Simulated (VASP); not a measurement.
Set up this calculation in VASP 6.6.1, as the native input.

```
Task                   : single point
Functional             : PBE
Potentials or basis    : VASP PAW PBE potentials, release 64 (Rb_sv)
Cutoff                 : 520 eV
k mesh                 : 8 × 8 × 8
Occupations            : fermi-dirac, width 0.05 eV
Spin                   : no spin polarisation
Dipole correction      : no
Further INCAR settings : ALGO = Normal; EDIFF = 1e-07; NBANDS = 10
```

The structure of Rb lies in POSCAR:

```
Rb
1.0
   -2.8060000000      2.8060000000      2.8060000000
    2.8060000000     -2.8060000000      2.8060000000
    2.8060000000      2.8060000000     -2.8060000000
Rb
1
Direct
    0.0000000000      0.0000000000      0.0000000000
```

The input as run:

INCAR

```
ALGO     = Normal         # electronic algorithm
EDIFF    = 1E-7           # SCF threshold, eV
ENCUT    = 520            # plane-wave cutoff, eV
GGA      = PE             # functional
ISIF     = 2              # what is computed and relaxed
ISMEAR   = -1             # smearing method
LASPH    = T              # aspherical terms in the spheres
LCHARG   = F              # write CHGCAR
LREAL    = F              # projectors in reciprocal space
LWAVE    = F              # write WAVECAR
NBANDS   = 10             # bands
NELM     = 100            # most SCF steps
PREC     = Accurate       # precision mode
SIGMA    = 0.05           # smearing width, eV
```

KPOINTS

```
k-points
0
Gamma
  8 8 8
```

Potentials or basis: VASP PAW PBE potentials, release 64 (Rb_sv).

Run with:

```bash
$ cat potpaw_PBE.64/Rb_sv/POTCAR > POTCAR
$ mpirun -np 1 vasp_std > vasp.out
```

Results of the run:

| Item | Value |
| --- | --- |
| Pressure | 0.1 GPa |

Wall time 10 s on 1 thread of Intel(R) Xeon(R) Platinum 8488C (Sapphire Rapids), with other jobs on the host, peak memory 0.2 GiB.
